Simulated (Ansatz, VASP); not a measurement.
## TiTe2 in VASP and in Ansatz

Contents of INCAR:

```
  PREC = Accurate
  ENCUT = 600
  EDIFF = 1E-7
  ISMEAR = 1
  SIGMA = 0.1
  LREAL = False
  LASPH = True
  NELM = 60
  ALGO = Normal
  ISIF = 3
  LWAVE = False
  LCHARG = False
  GGA = CA
  IBRION = 2
  NSW = 60
  EDIFFG = -0.02
```

File KPOINTS:

```
regular mesh
0
Gamma
  8 8 4
```

POSCAR

```
TiTe2
1.0
    3.7770000000      0.0000000000      0.0000000000
   -1.8885000000      3.2709780000      0.0000000000
    0.0000000000      0.0000000000      6.4980000000
Ti Te
1 2
Direct
    0.0000000000      0.0000000000      0.0000000000
    0.6666666667      0.3333333333      0.2628000000
    0.3333333333      0.6666666667      0.7372000000
```

Input for Ansatz:

```yaml
crystal:
  lattice:
    - [3.777, 0.0, 0.0]
    - [-1.8885, 3.270978, 0.0]
    - [0.0, 0.0, 6.498]
  atoms:
    - { symbol: Ti, position: [0.0, 0.0, 0.0] }
    - { symbol: Te, position: [0.6666666666666666, 0.3333333333333333, 0.2628] }
    - { symbol: Te, position: [0.3333333333333333, 0.6666666666666666, 0.7372] }
kpoints:
  mp_grid:
    grid: [8, 8, 4]
hamiltonian:
  xc: lda
  dispersion: none
scf:
  occupations:
    method: cold
relax:
  f_tol: 0.02
  max_steps: 40
  cell: {}
```

Alike in both runs: task relaxation of cell and atoms; functional LDA; k mesh 8 × 8 × 4; no spin polarisation.

```csv
,VASP,Ansatz
version,VASP 6.6.1,Ansatz 0.2.0
potentials or method,"VASP PAW LDA potentials, release 64 (Ti_sv, Te)","plane waves, PAW"
plane-wave cutoff (eV),600,420
occupations,"methfessel-paxton of order 1, width 0.1 eV",cold
valence electrons in the cell,24,44
```

|  | VASP | Ansatz | Ansatz less VASP |
| --- | --- | --- | --- |
| relaxed volume (Å³/atom) | 24.55 | 24.58 | +0.031 |
| relaxed cell length with the largest relative difference (Å) | 3.673 | 3.676 | +0.0033 |

LDA's correlation is that of Perdew and Zunger in VASP and of Perdew and Wang (1992) in Ansatz. VASP's potentials hold 24 valence electrons a cell and Ansatz's 44, so a difference there can come from the potentials and not from the codes.

Neither program's run includes spin-orbit coupling.
